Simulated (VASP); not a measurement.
Bi: single point with LDA

The system is Bi.

```xyz
2
Lattice="2.2730 1.3123 3.9145 -2.2730 1.3123 3.9145 0.0000 -2.6246 3.9145" Properties=species:S:1:pos:R:3 pbc="T T T"
Bi    0.0000    0.0000    2.7467
Bi    0.0000    0.0000    8.9967
```

This cell differs from its parent crystal: zz strain of -1 %.

```json
{"Program": "VASP 6.6.1", "Task": "single point", "Functional": "LDA", "Potentials or basis": "VASP PAW LDA potentials, release 64 (Bi_d)", "Cutoff": "520 eV", "k mesh": "11 × 11 × 11", "Occupations": "fermi-dirac, width 0.03 eV", "Spin": "no spin polarisation", "Dipole correction": "no", "Further INCAR settings": "ALGO = Normal; EDIFF = 1e-06; NBANDS = 22"}
```

```json
{
  "Pressure": "-1.4 GPa",
  "Largest force": "0.122 eV/Å",
  "Band gap on the k mesh": "zero (bands 15 and 16 overlap by 0.05 eV)"
}
```

Forces in eV/Å, atoms in the order of the input:
```
Bi   0.000  0.000  0.122
Bi   0.000  0.000 -0.122
```

Stress tensor (GPa, compression positive):
```
-1.48  0.00  0.00
 0.00 -1.48  0.00
 0.00  0.00 -1.12
```

Levels at points of the mesh, in eV from the Fermi level:
| k point | band 11 | band 12 | band 13 | band 14 | band 15 | band 16 | band 17 | band 18 | band 19 | band 20 |
| --- | --- | --- | --- | --- | --- | --- | --- | --- | --- | --- |
| (0.00, 0.00, 0.00) | -13.09 | -7.42 | -1.39 | -1.22 | -1.22 | 2.52 | 3.00 | 3.00 | 5.75 | 5.82 |

It took 4.8 min on 1 thread of Intel Xeon 8259CL, on a shared host, peak memory 0.3 GiB.

Caveat: the cell differs from its parent crystal (zz strain of -1 %); spin-orbit coupling is left out, which moves the levels of the heavy elements.
